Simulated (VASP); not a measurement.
A run of VASP 6.6.1:

The input INCAR:

```
  PREC = Accurate
  ENCUT = 520
  EDIFF = 1E-6
  ISMEAR = 0
  SIGMA = 0.15
  LREAL = False
  LASPH = True
  NELM = 80
  ALGO = Normal
  ISIF = 2
  LWAVE = False
  LCHARG = True
  GGA = PE
  LELF = True
  LVHAR = True
  NBANDS = 29
```

Contents of KPOINTS:

```
regular mesh
0
Gamma
  12 12 12
```

The input POSCAR:

```
TiSi2
1.0
    1.7108056497     -6.8995535810      0.0000000000
    1.7108056497      6.8995535810      0.0000000000
    0.0000000000      0.0000000000      3.4521947516
Ti Si
2 4
Direct
    0.8968075258      0.1031924742      0.7500000000
    0.1031924742      0.8968075258      0.2500000000
    0.5591373591      0.4408626409      0.7500000000
    0.4408626409      0.5591373591      0.2500000000
    0.2498287182      0.7501712818      0.7500000000
    0.7501712818      0.2498287182      0.2500000000
```

Potentials or basis: VASP PAW PBE potentials, release 64 (Ti_sv, Si).

Command:

```bash
$ cat potpaw_PBE.64/Ti_sv/POTCAR potpaw_PBE.64/Si/POTCAR > POTCAR
$ mpirun -np 1 vasp_std > vasp.out
```

Hardware: 1 thread of Intel(R) Xeon(R) 6975P-C (Granite Rapids), with other jobs on the host.

**Question.** How long does it take, and how much memory?

**Answer.** Wall time 10 min on 1 thread of Intel(R) Xeon(R) 6975P-C (Granite Rapids), with other jobs on the host, peak memory 0.7 GiB. Counts: scf iterations 14, k points 301.
